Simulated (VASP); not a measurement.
# HfC (Fm-3m) in VASP: settings compared

Aim: see how the results for HfC move with the level of theory and the settings. Levels: r2SCAN, PBE+U. Tasks: single point.

All numbers are computed with VASP 6.6.1; they aren't measurements. Logs are shortened: lines on timing, memory, paths and dates and some standing lists are left out, and cuts for length are marked.

**1. The cell of the first run**

Symmetry: Fm-3m, No. 225, cubic system. The conventional cell has a = 4.672 Å, b = 4.672 Å, c = 4.672 Å, α = 90.00°, β = 90.00°, γ = 90.00°. Within 3.1 Å of Hf (site symmetry m-3m) lie 6 C at 2.34 Å. C (site symmetry m-3m) has 6 Hf at 2.34 Å within 3.1 Å.

**2. Single point, r2SCAN (12.74 Å³/atom)**

Input file POSCAR:

```
HfC
1.0
    0.0000000000      2.3358205841      2.3358205841
    2.3358205841      0.0000000000      2.3358205841
    2.3358205841      2.3358205841      0.0000000000
Hf C
1 1
Direct
    0.5000000000      0.5000000000      0.5000000000
    0.0000000000      0.0000000000      0.0000000000
```

Input file INCAR.step1:

```
SYSTEM = HfC
PREC = Accurate
ENCUT = 660
ISMEAR = 0
SIGMA = 0.05
LREAL = .False.
LASPH = .True.
NELM = 120
NBANDS = 14
GGA = PE
ALGO = Normal
EDIFF = 1E-5
LWAVE = .True.
LCHARG = .False.
GGA_COMPAT = .False.
```

Input file INCAR.step2:

```
SYSTEM = HfC
PREC = Accurate
ENCUT = 660
EDIFF = 1E-6
ISMEAR = 0
SIGMA = 0.05
LREAL = .False.
LASPH = .True.
NELM = 120
ALGO = Normal
ISIF = 2
LWAVE = .False.
LCHARG = .False.
METAGGA = R2SCAN
LMIXTAU = .True.
NBANDS = 14
ISTART = 1
GGA_COMPAT = .False.
```

Input file KPOINTS:

```
Automatic mesh
0
Gamma
  8 8 8
  0 0 0
```

Potentials or basis: VASP PAW PBE potentials, release 64 (Hf_pv, C).

Run with:

```bash
$ cat potpaw_PBE.64/Hf_pv/POTCAR potpaw_PBE.64/C/POTCAR > POTCAR
$ cp INCAR.step1 INCAR
$ mpirun -np 1 vasp_std > vasp.out
$ cp INCAR.step2 INCAR
$ mpirun -np 1 vasp_std > vasp.out
```

OUTCAR:

```text
SYSTEM = HfC
   PREC = Accurate
   ENCUT = 660
   EDIFF = 1E-6
   ISMEAR = 0
   LREAL = .False.
   LASPH = .True.
   NELM = 120
   ISIF = 2
   METAGGA = R2SCAN
   ISTART = 1

 ion  position               nearest neighbor table
   1  0.500  0.500  0.500-   2 2.34   2 2.34   2 2.34   2 2.34   2 2.34   2 2.34
   2  0.000  0.000  0.000-   1 2.34   1 2.34   1 2.34   1 2.34   1 2.34   1 2.34

  LATTYP: Found a face centered cubic cell.
 ALAT       =     4.6716411682

  Lattice vectors:

 A1 = (   0.0000000000,   2.3358205841,   2.3358205841)
 A2 = (   2.3358205841,   0.0000000000,   2.3358205841)
 A3 = (   2.3358205841,   2.3358205841,   0.0000000000)

Analysis of symmetry for initial positions (statically):
=====================================================================
 Subroutine PRICEL returns:
 Original cell was already a primitive cell.

 Routine SETGRP: Setting up the symmetry group for a
 face centered cubic supercell.

 Subroutine GETGRP returns: Found 48 space group operations
 (whereof 48 operations were pure point group operations)
 out of a pool of 48 trial point group operations.

The static configuration has the point symmetry O_h .

Analysis of symmetry for dynamics (positions and initial velocities):
=====================================================================
 Subroutine PRICEL returns:
 Original cell was already a primitive cell.

 Routine SETGRP: Setting up the symmetry group for a
 face centered cubic supercell.

 Subroutine GETGRP returns: Found 48 space group operations
 (whereof 48 operations were pure point group operations)
 out of a pool of 48 trial point group operations.

The dynamic configuration has the point symmetry O_h .

 Subroutine INISYM returns: Found 48 space group operations
 (whereof 48 operations are pure point group operations),
 and found     1 'primitive' translations

----------------------------------------------------------------------------------------

                                     Primitive cell

  volume of cell :      25.4887

  direct lattice vectors                    reciprocal lattice vectors
     0.000000000  2.335820584  2.335820584    -0.214057537  0.214057537  0.214057537
     2.335820584  0.000000000  2.335820584     0.214057537 -0.214057537  0.214057537
     2.335820584  2.335820584  0.000000000     0.214057537  0.214057537 -0.214057537

  length of vectors
     3.303349149  3.303349149  3.303349149     0.370758529  0.370758529  0.370758529

  position of ions in fractional coordinates (direct lattice)
     0.500000000  0.500000000  0.500000000
     0.000000000  0.000000000  0.000000000

  ion indices of the primitive-cell ions
   primitive index   ion index
                 1           1
                 2           2

----------------------------------------------------------------------------------------

 KPOINTS: Automatic mesh

Automatic generation of k-mesh.
 Grid dimensions read from file:
 generate k-points for:    8    8    8

 Generating k-lattice:

  Cartesian coordinates                     Fractional coordinates (reciprocal lattice)
    -0.026757192  0.026757192  0.026757192     0.125000000  0.000000000  0.000000000
     0.026757192 -0.026757192  0.026757192     0.000000000  0.125000000  0.000000000
     0.026757192  0.026757192 -0.026757192     0.000000000  0.000000000  0.125000000

  Length of vectors
     0.046344816  0.046344816  0.046344816

  Shift w.r.t. Gamma in fractional coordinates (k-lattice)
     0.000000000  0.000000000  0.000000000

 Subroutine IBZKPT returns following result:
 ===========================================

 Found     29 irreducible k-points:

 Following reciprocal coordinates:
            Coordinates               Weight
  0.000000  0.000000  0.000000      1.000000
  0.125000  0.000000  0.000000      8.000000
  0.250000  0.000000  0.000000      8.000000
  0.375000  0.000000  0.000000      8.000000
  0.500000  0.000000  0.000000      4.000000
  0.125000  0.125000  0.000000      6.000000
[... 16 lines left out ...]
  0.500000  0.250000  0.125000     48.000000
 -0.375000  0.250000  0.125000     24.000000
 [... further k-points ...]
   k-points           NKPTS =     29   k-points in BZ     NKDIM =     29   number of bands    NBANDS=     14
   number of dos      NEDOS =    301   number of ions     NIONS =      2
   total plane-waves  NPLWV =  21952
   dimension x,y,z NGX =    28 NGY =   28 NGZ =   28
   dimension x,y,z NGXF=    56 NGYF=   56 NGZF=   56
   ions per type =               1   1
   NGX,Y,Z   is equivalent  to a cutoff of  14.09, 14.09, 14.09 a.u.
   NGXF,Y,Z  is equivalent  to a cutoff of  28.18, 28.18, 28.18 a.u.
 SYSTEM =  HfC
   PREC   = accura    normal or accurate (medium, high low for compatibility)
   ISTART =      1    job   : 0-new  1-cont  2-samecut
   ICHARG =      0    charge: 1-file 2-atom 10-const
   ISPIN  =      1    spin polarized calculation?
   LNONCOLLINEAR =      F non collinear calculations
   LSORBIT =      F    spin-orbit coupling
   LASPH  =      T    aspherical Exc in radial PAW
   ENCUT  =  660.0 eV  48.51 Ry    6.96 a.u.   6.92  6.92  6.92*2*pi/ulx,y,z
   NELM   =    120;   NELMIN=  2; NELMDL=  0     # of ELM steps
   EDIFF  = 0.1E-05   stopping-criterion for ELM
   LREAL  =      F    real-space projection
   EDIFFG = 0.1E-04   stopping-criterion for IOM
   NSW    =      0    number of steps for IOM
   IBRION =     -1    ionic relax: 0-MD 1-quasi-New 2-CG
   NFREE  =      0    steps in history (QN), initial steepest desc. (CG)
   ISIF   =      2    stress and relaxation
   ISYM   =      2    0-nonsym 1-usesym 2-fastsym
   POTIM  = 0.5000    time-step for ionic-motion
   TEBEG  =    0.0;   TEEND  =   0.0 temperature during run
   PSTRESS=    0.0 pullay stress
   NELECT =      14.0000    total number of electrons
   NUPDOWN=      -1.0000    fix difference up-down
   EMIN   =  10.00;   EMAX   =-10.00  energy-range for DOS
   EFERMI =   0.00;   METHOD = LEGACY
   ISMEAR =     0;   SIGMA  =   0.05  broadening in eV -4-tet -1-fermi 0-gaus
   EFERMI_NEDOS =   21; number of points for ismear=-14 and -15
   IALGO  =     38    algorithm
   IMIX   =      4    mixing-type and parameters
     AMIX     =   0.40;   BMIX     =  1.00
     AMIX_MAG =   1.60;   BMIX_MAG =  1.00
  volume/ion in A,a.u.               =      12.74        86.00
  Fermi-wavevector in a.u.,A,eV,Ry     =   1.340710  2.533574 24.456500  1.797502
  Thomas-Fermi vector in A             =   2.469001
   LORBIT       =      0    0 simple, 1 ext, 2 COOP (PROOUT), +10 PAW based schemes
   METAGGA = R2SCAN    functional components
   LHFCALC =     F    Hartree Fock is set to
   AEXX    =    0.0000 exact exchange contribution
   IVDW    =     0    specifies the selected vdW correction
   LEPSILON=     F    determine dielectric tensor
   LRPA    =     F    only Hartree local field effects (RPA)
 non-spin polarized calculation
 Gauss-broadening in eV      SIGMA  =   0.05
  energy-cutoff  :      660.00
  volume of cell :       25.49
 maximum number of plane-waves:       995
   NGX = 13   NGY = 13   NGZ = 13

 number of electron      14.0000001 magnetization

 Free energy of the ion-electron system (eV)
  ---------------------------------------------------
  ext. energy  EPLUGINS =         0.00000000
  ---------------------------------------------------
  free energy    TOTEN  =       -57.33126739 eV

  energy without entropy =      -57.33124312  energy(sigma->0) =      -57.33125525

 E-fermi :   5.6864     XC(G=0): -13.0254

 val. band max:        5.5950245639   @ k =   0.5000   0.5000   0.0000
 cond. band min:       5.7859482958   @ k =   0.1250   0.1250   0.0000
 fundamental gap:      0.1909237319
 Fermi energy:         5.6864102010

 k-point     1 :       0.0000    0.0000    0.0000
  band No.  band energies     occupation
      1     -25.0348      2.00000
      2     -25.0348      2.00000
      3     -25.0348      2.00000
      4      -7.1754      2.00000
      5       6.7842      0.00000
      6       6.7842      0.00000
      7       6.7842      0.00000
      8       7.4167      0.00000
      9       7.4167      0.00000
     10       7.4167      0.00000
     11       9.2855      0.00000
     12       9.2855      0.00000
     13      13.0824      0.00000
     14      17.5151      0.00000

 k-point     2 :       0.1250    0.0000    0.0000
  band No.  band energies     occupation
      1     -25.1357      2.00000
      2     -25.0442      2.00000
      3     -25.0442      2.00000
      4      -6.7912      2.00000
      5       4.9821      2.00000
      6       5.4560      2.00000
      7       5.4560      2.00000
      8       7.9633      0.00000
      9       7.9633      0.00000
     10       8.3076      0.00000
     11      10.8910      0.00000
     12      10.8910      0.00000
     13      13.9376      0.00000
     14      18.4488      0.00000

 k-point     3 :       0.2500    0.0000    0.0000
  band No.  band energies     occupation
      1     -25.3708      2.00000
      2     -25.0666      2.00000
      3     -25.0666      2.00000
      4      -5.7556      2.00000
      5       2.6621      2.00000
      6       3.9681      2.00000
      7       3.9681      2.00000
      8       9.0376      0.00000
      9       9.0747      0.00000
     10       9.0747      0.00000
     11      13.5627      0.00000
     12      13.5627      0.00000
     13      15.3456      0.00000
     14      18.4484      0.00000
[... 324 lines left out ...]
 k-point    23 :       0.5000    0.2500    0.1250
  band No.  band energies     occupation
      1     -25.5348      2.00000
      2     -25.2496      2.00000
      3     -25.1348      2.00000
      4      -4.4526      2.00000
      5       1.0262      2.00000
      6       3.0844      2.00000
      7       3.4415      2.00000
      8       8.6401      0.00000
      9      11.4481      0.00000
     10      11.7817      0.00000
     11      13.3338      0.00000
     12      15.4772      0.00000
     13      17.8702      0.00000
     14      18.4462      0.00000

 k-point    24 :      -0.3750    0.2500    0.1250
  band No.  band energies     occupation
      1     -25.5862      2.00000
      2     -25.2659      2.00000
      3     -25.1545      2.00000
      4      -4.0880      2.00000
      5       0.6947      2.00000
      6       2.8961      2.00000
      7       3.1809      2.00000
      8       9.9378      0.00000
      9      10.2884      0.00000
     10      12.0880      0.00000
     11      14.9255      0.00000
     12      15.5924      0.00000
     13      17.1571      0.00000
     14      18.4470      0.00000

 [... further k-points ...]

------------------------ aborting loop because EDIFF is reached ----------------------------------------

  FORCE on cell =-STRESS in cart. coord.  units (eV):
  Direction    XX          YY          ZZ          XY          YZ          ZX
  --------------------------------------------------------------------------------------
  -------------------------------------------------------------------------------------
  Total       -0.9467580     -0.9467580     -0.9467580      0.0000000     -0.0000000     -0.0000000
  in kB      -59.5115320    -59.5115320    -59.5115320      0.0000000     -0.0000000     -0.0000000
  external PRESSURE =     -59.5115320 kB  Pullay stress =       0.0000000 kB

 VOLUME and BASIS-vectors are now :
 -----------------------------------------------------------------------------
  energy-cutoff  :      660.00
  volume of cell :       25.49
      direct lattice vectors                 reciprocal lattice vectors
     0.000000000  2.335820584  2.335820584    -0.214057537  0.214057537  0.214057537
     2.335820584  0.000000000  2.335820584     0.214057537 -0.214057537  0.214057537
     2.335820584  2.335820584  0.000000000     0.214057537  0.214057537 -0.214057537

 POSITION                                       TOTAL-FORCE (eV/Angst)
 -----------------------------------------------------------------------------------
      2.33582      2.33582      2.33582        -0.000000     -0.000000     -0.000000
      0.00000      0.00000      0.00000         0.000000      0.000000      0.000000
 -----------------------------------------------------------------------------------
    total drift:                                0.000000      0.000000      0.000000

  FREE ENERGIE OF THE ION-ELECTRON SYSTEM (eV)
  ---------------------------------------------------
  free  energy   TOTEN  =       -57.3312673911 eV

  energy  without entropy=      -57.3312431179  energy(sigma->0) =      -57.33125525
```

It took 32 s on 1 thread of Intel Xeon 6975P-C (Granite Rapids), shared host; peak memory 0.17 GiB.

What came out:

```
Free energy            : -57.3313 eV
Pressure               : -6.0 GPa
Band gap on the k mesh : zero (bands 7 and 8 overlap by 1.35 eV)
```

Caveat: the cell stands under tension; the PAW data sets were made with another functional, which shifts forces and pressure a little; spin-orbit coupling is left out, which moves the levels of the heavy elements.

[end of part 1 of 2]
